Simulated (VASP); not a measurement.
# Mo in VASP: single point with PBE

Aim: the single point of Mo with PBE.

Everything below comes from runs of VASP 6.6.1. Logs are shortened: lines on timing, memory, paths and dates and some standing lists are left out, and cuts for length are marked.

## (1) The cell of the first run

The cell holds a slab with vacuum, 4 atoms: a = 2.737 Å, b = 2.737 Å, c = 22.705 Å, α = 90.00°, β = 90.00°, γ = 109.47°.

## (2) Single point, PBE

Input file POSCAR:

```
Mo
1.0
    2.7373676609      0.0000000000      0.0000000000
   -0.9124558870      2.5808149808      0.0000000000
    0.0000000000      0.0000000000     22.7052000000
Mo
4
Direct
    0.2500000000      0.2500000000      0.3523432076
    0.7500000000      0.7500000000      0.4507810688
    0.2500000000      0.2500000000      0.5492189306
    0.7500000000      0.7500000000      0.6476567924
```

Input file INCAR.step1:

```
PREC = Accurate ; ENCUT = 520
EDIFF = 1E-6 ; ISMEAR = -1
SIGMA = 0.1 ; LREAL = False
LASPH = True ; NELM = 100
ALGO = Normal ; ISIF = 2
LWAVE = False ; LCHARG = True
LMAXMIX = 4 ; LDIPOL = True
IDIPOL = 3 ; DIPOL = 0.5 0.5 0.500
GGA = PE ; NBANDS = 36
```

Input file KPOINTS.step1:

```
regular mesh
0
Gamma
  13 13 1
```

Input file INCAR.step2:

```
PREC = Accurate ; ENCUT = 520
EDIFF = 1E-6 ; ISMEAR = -5
SIGMA = 0.1 ; LREAL = False
LASPH = True ; NELM = 100
ALGO = Normal ; ISIF = 2
LWAVE = False ; LCHARG = False
LMAXMIX = 4 ; LDIPOL = True
IDIPOL = 3 ; DIPOL = 0.5 0.5 0.500
GGA = PE ; LORBIT = 11
NBANDS = 36 ; NEDOS = 1001
ICHARG = 11
```

Input file KPOINTS.step2:

```
regular mesh
0
Gamma
  20 20 1
```

Potentials or basis: VASP PAW PBE potentials, release 64 (Mo_sv).

Run with:

```console
$ cat potpaw_PBE.64/Mo_sv/POTCAR > POTCAR
$ cp INCAR.step1 INCAR
$ cp KPOINTS.step1 KPOINTS
$ mpirun -np 1 vasp_std > vasp.out
$ cp INCAR.step2 INCAR
$ cp KPOINTS.step2 KPOINTS
$ mpirun -np 1 vasp_std > vasp.out
```

OUTCAR:

```text
PREC = Accurate
   ENCUT = 520
   EDIFF = 1E-6
   ISMEAR = -5
   LREAL = False
   LASPH = True
   NELM = 100
   ISIF = 2
   GGA = PE
   LORBIT = 11
   ICHARG = 11

 ion  position               nearest neighbor table
   1  0.250  0.250  0.352-   2 2.74   2 2.74   2 3.16   2 3.16
   2  0.750  0.750  0.451-   1 2.74   1 2.74   3 2.74   3 2.74   1 3.16   1 3.16   3 3.16   3 3.16

   3  0.250  0.250  0.549-   2 2.74   4 2.74   2 2.74   4 2.74   2 3.16   4 3.16   2 3.16   4 3.16

   4  0.750  0.750  0.648-   3 2.74   3 2.74   3 3.16   3 3.16

  LATTYP: Found a base centered orthorhombic cell.
 ALAT       =     3.1608399117
 B/A-ratio  =     1.4142135624
 C/A-ratio  =     7.1832805944

  Lattice vectors:

 A1 = (   2.7373676609,   0.0000000000,   0.0000000000)
 A2 = (  -0.9124558870,   2.5808149808,   0.0000000000)
 A3 = (   0.0000000000,   0.0000000000,  22.7052000000)

Analysis of symmetry for initial positions (statically):
=====================================================================
 Subroutine PRICEL returns:
 Original cell was already a primitive cell.

 Routine SETGRP: Setting up the symmetry group for a
 base centered orthorhombic supercell.

 Subroutine GETGRP returns: Found  8 space group operations
 (whereof  4 operations were pure point group operations)
 out of a pool of  8 trial point group operations.

The static configuration has the point symmetry C_2h.
 The point group associated with its full space group is D_2h.

Analysis of symmetry for dynamics (positions and initial velocities):
=====================================================================
 Subroutine PRICEL returns:
 Original cell was already a primitive cell.

 Routine SETGRP: Setting up the symmetry group for a
 base centered orthorhombic supercell.

 Subroutine GETGRP returns: Found  8 space group operations
 (whereof  4 operations were pure point group operations)
 out of a pool of  8 trial point group operations.

The dynamic configuration has the point symmetry C_2h.
 The point group associated with its full space group is D_2h.

 Subroutine INISYM returns: Found  8 space group operations
 (whereof  4 operations are pure point group operations),
 and found     1 'primitive' translations

----------------------------------------------------------------------------------------

[... 109 lines left out ...]
   NELECT =      56.0000    total number of electrons
   NUPDOWN=      -1.0000    fix difference up-down
   EMIN   =  10.00;   EMAX   =-10.00  energy-range for DOS
   EFERMI =   0.00;   METHOD = LEGACY
   ISMEAR =    -5;   SIGMA  =   0.10  broadening in eV -4-tet -1-fermi 0-gaus
   EFERMI_NEDOS =   21; number of points for ismear=-14 and -15
   IALGO  =     38    algorithm
   IMIX   =      4    mixing-type and parameters
     AMIX     =   0.40;   BMIX     =  1.00
     AMIX_MAG =   1.60;   BMIX_MAG =  1.00
  volume/ion in A,a.u.               =      40.10       270.61
  Fermi-wavevector in a.u.,A,eV,Ry     =   1.152743  2.178368 18.079637  1.328816
  Thomas-Fermi vector in A             =   2.289392
   LORBIT       =     11    0 simple, 1 ext, 2 COOP (PROOUT), +10 PAW based schemes
   GGA     = PE    functional components
   LHFCALC =     F    Hartree Fock is set to
   AEXX    =    0.0000 exact exchange contribution
   IVDW    =     0    specifies the selected vdW correction
   LEPSILON=     F    determine dielectric tensor
   LRPA    =     F    only Hartree local field effects (RPA)
 non-spin polarized calculation
 Fermi weights with tetrahedron method with Bloechl corrections
  energy-cutoff  :      520.00
  volume of cell :      160.40
 maximum number of plane-waves:      4362

 number of electron      55.9999991 magnetization

 dipolmoment           0.000000      0.000000     -0.000000 electrons x Angstroem

 Free energy of the ion-electron system (eV)
  ---------------------------------------------------
  ext. energy  EPLUGINS =         0.00000000
  ---------------------------------------------------
  free energy    TOTEN  =       -41.21428629 eV

  energy without entropy =      -41.21428629  energy(sigma->0) =      -41.21428629

 E-fermi :   2.1633     XC(G=0):  -6.1982

 val. band max:        2.1702148570   @ k =   0.3500   0.3500   0.0000
 cond. band min:       2.1620102890   @ k =  -0.2000   0.1500   0.0000
 fundamental gap:     -0.0082045680
 Fermi energy:         2.1633273673

 k-point     1 :       0.0000    0.0000    0.0000
  band No.  band energies     occupation
      1     -59.1818      2.00000
      2     -59.0639      2.00000
      3     -58.8739      2.00000
      4     -58.8645      2.00000
      5     -33.6890      2.00000
      6     -33.3049      2.00000
[... 925 lines left out ...]
     35       4.5485      0.00000
     36       4.6041      0.00000

 [... further k-points ...]

------------------------ aborting loop because EDIFF is reached ----------------------------------------

 vacuum level on the upper side and lower side of the slab       (xc-potential included)        -0.110        -0.110

  FORCE on cell =-STRESS in cart. coord.  units (eV):
  Direction    XX          YY          ZZ          XY          YZ          ZX
  --------------------------------------------------------------------------------------
  -------------------------------------------------------------------------------------
  Total       -4.7670165     -4.8735093     -2.9239828     -0.1506037     -0.0000000      0.0000000
  in kB      -47.6147927    -48.6784846    -29.2058639     -1.5042874     -0.0000000      0.0000000
  external PRESSURE =     -41.8330471 kB  Pullay stress =       0.0000000 kB

 VOLUME and BASIS-vectors are now :
 -----------------------------------------------------------------------------
  energy-cutoff  :      520.00
  volume of cell :      160.40
      direct lattice vectors                 reciprocal lattice vectors
     2.737367661  0.000000000  0.000000000     0.365314464  0.129158167  0.000000000
    -0.912455887  2.580814981  0.000000000     0.000000000  0.387474502  0.000000000
     0.000000000  0.000000000 22.705200000     0.000000000  0.000000000  0.044042774

 POSITION                                       TOTAL-FORCE (eV/Angst)
 -----------------------------------------------------------------------------------
      0.45623      0.64520      8.00002        -0.000000      0.000000      0.573345
      1.36868      1.93561     10.23507         0.000000      0.000000     -0.585664
      0.45623      0.64520     12.47013        -0.000000     -0.000000      0.585664
      1.36868      1.93561     14.70518        -0.000000      0.000000     -0.573345
 -----------------------------------------------------------------------------------
    total drift:                               -0.000000      0.000000     -0.000002

  FREE ENERGIE OF THE ION-ELECTRON SYSTEM (eV)
  ---------------------------------------------------
  free  energy   TOTEN  =       -41.2142862884 eV

  energy  without entropy=      -41.2142862884  energy(sigma->0) =      -41.21428629

 vacuum level on the upper side and lower side of the slab         6.746         6.746

 total charge

# of ion       s       p       d       tot
------------------------------------------
    1        2.369   6.128   3.865  12.362
    2        2.375   6.198   3.890  12.463
    3        2.375   6.198   3.890  12.463
    4        2.369   6.128   3.865  12.362
--------------------------------------------------
tot          9.489  24.652  15.509  49.650
```

OUTCAR.step1:

```text
PREC = Accurate
   ENCUT = 520
   EDIFF = 1E-6
   ISMEAR = -1
   LREAL = False
   LASPH = True
   NELM = 100
   ISIF = 2
   GGA = PE

[... 1170 lines left out ...]
      0.45623      0.64520     12.47013         0.000000     -0.000000      0.577748
      1.36868      1.93561     14.70518        -0.000000      0.000000     -0.580188
 -----------------------------------------------------------------------------------
    total drift:                               -0.000000      0.000000      0.000048

  FREE ENERGIE OF THE ION-ELECTRON SYSTEM (eV)
  ---------------------------------------------------
  free  energy   TOTEN  =       -41.2773061820 eV

  energy  without entropy=      -41.1468392537  energy(sigma->0) =      -41.21207272

 vacuum level on the upper side and lower side of the slab         6.746         6.746
```

Run time: 14 min. Hardware: 1 thread of Oxide Virtual Turin-like, shared host; peak memory 0.52 GiB.

Results:

* Valence electrons inside the program's atomic spheres: Mo 12.36, 12.46 (each value once)

Levels at points of the mesh, in eV from the Fermi level:
| k point | band 24 | band 25 | band 26 | band 27 | band 28 | band 29 | band 30 | band 31 | band 32 | band 33 |
| --- | --- | --- | --- | --- | --- | --- | --- | --- | --- | --- |
| (0.00, 0.00, 0.00) | -1.55 | -1.50 | -1.41 | -1.20 | -0.92 | 0.06 | 0.46 | 1.06 | 1.17 | 1.28 |
| (0.50, 0.00, 0.00) | -2.76 | -0.90 | -0.90 | 0.97 | 0.97 | 1.49 | 1.49 | 1.67 | 1.67 | 2.46 |
| (0.50, 0.50, 0.00) | -1.91 | -1.38 | 0.46 | 0.47 | 0.70 | 0.96 | 1.35 | 2.61 | 2.83 | 2.90 |
